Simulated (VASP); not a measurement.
Wanted: the native input for a VASP 6.6.1 run.

- Task: single point
- Functional: PBE
- Potentials or basis: VASP PAW PBE potentials, release 64 (B, P)
- Cutoff: 520 eV
- k mesh: 6 × 6 × 4
- Occupations: gaussian, width 0.1 eV
- Spin: no spin polarisation
- Dipole correction: no
- Further INCAR settings: ALGO = Normal; EDIFF = 1e-07; NBANDS = 16

The structure of BP lies in POSCAR:

```
BP
1.0
    3.0364372071      0.0000000000      0.0000000000
   -1.5182186035      2.6296317583      0.0000000000
    0.0000000000      0.0000000000      5.1830941959
B P
2 2
Direct
    0.0000000000      0.0000000000      0.0000000000
    0.0000000000      0.0000000000      0.5000000000
    0.3333333333      0.6666666667      0.2500000000
    0.6666666667      0.3333333333      0.7500000000
```

The input as run:

INCAR

```
SYSTEM = BP
PREC     = Accurate       ! precision mode
ENCUT    = 520            ! plane-wave cutoff, eV
EDIFF    = 1E-7           ! SCF threshold, eV
ISMEAR   = 0              ! smearing method
SIGMA    = 0.1            ! smearing width, eV
LREAL    = .False.        ! projectors in reciprocal space
LASPH    = .True.         ! aspherical terms in the spheres
NELM     = 80             ! most SCF steps
ALGO     = Normal         ! electronic algorithm
ISIF     = 2              ! what is computed and relaxed
LWAVE    = .False.        ! write WAVECAR
LCHARG   = .True.         ! write CHGCAR
GGA      = PE             ! functional
LELF     = .True.         ! ELF
LVHAR    = .True.       
NBANDS   = 16             ! bands
```

KPOINTS

```
Automatic mesh
0
Gamma
  6 6 4
  0 0 0
```

Potentials or basis: VASP PAW PBE potentials, release 64 (B, P).

Launch:

```console
$ cat potpaw_PBE.64/B/POTCAR potpaw_PBE.64/P/POTCAR > POTCAR
$ mpirun -np 1 vasp_std > vasp.out
```

It gave:

```yaml
Pressure: -0.2 GPa
Band_gap_on_the_k_mesh: zero (band 8 reaches 10.93 eV, above the bottom of band 9 at 5.12 eV)
```

Caveat: the k points lie up to 0.40 Å⁻¹ apart.

It took 6.2 s on 1 thread of AMD EPYC 9R45 96-Core Processor (Zen 5) (shared host), peak memory 0.12 GiB.
